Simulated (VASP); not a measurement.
# SnTe: single point with PBE

SnTe:

```
Sn Te
1.0
     5.39676    0.00000    0.00000
    -2.69838    4.67373    0.00000
     0.00000    0.00000    6.48780
Sn Te
2 2
Direct
  0.33333 0.66667 0.95402
  0.66667 0.33333 0.45402
  0.33333 0.66667 0.42098
  0.66667 0.33333 0.92098
```

| Property | Result |
| --- | --- |
| Program | VASP 6.6.1 |
| Task | single point |
| Functional | PBE |
| Potentials or basis | VASP PAW PBE potentials, release 64 (Sn_d, Te) |
| Cutoff | 500 eV |
| k mesh | 6 × 6 × 4 |
| Occupations | fermi-dirac, width 0.02 eV |
| Spin | no spin polarisation |

```yaml
Pressure: 0.6 GPa
Largest_force: 0.082 eV/Å
Band_gap_on_the_k_mesh: 0.63 eV (least direct gap 0.73 eV)
```

Forces in eV/Å, atoms in the order of the input:
```
Sn   0.000  0.000 -0.082
Sn   0.000  0.000 -0.082
Te   0.000  0.000  0.082
Te   0.000  0.000  0.082
```

Stress tensor (GPa, compression positive):
```
0.52 0.00 0.00
0.00 0.52 0.00
0.00 0.00 0.84
```

Levels at points of the mesh, in eV from the valence-band top:
```tsv
k point	band 17	band 18	band 19	band 20	band 21	band 22	band 23	band 24
(0.00, 0.00, 0.00)	-3.33	-1.97	-1.97	-1.96	0.64	0.64	2.30	2.30
(0.50, 0.00, 0.00)	-3.13	-2.35	-2.19	-0.58	1.82	2.60	3.18	3.65
(0.00, 0.00, 0.50)	-2.72	-2.72	-1.57	-1.57	1.19	1.19	1.19	1.19
(0.50, 0.00, 0.50)	-2.05	-2.05	-0.84	-0.84	0.81	0.81	2.45	2.45
```

Run time: 2.5 min on 1 thread of Intel Xeon 8259CL, with other jobs on the host, peak memory 0.3 GiB.

Caveat: spin-orbit coupling is left out, which moves the levels of the heavy elements. A k mesh can miss the band edges.
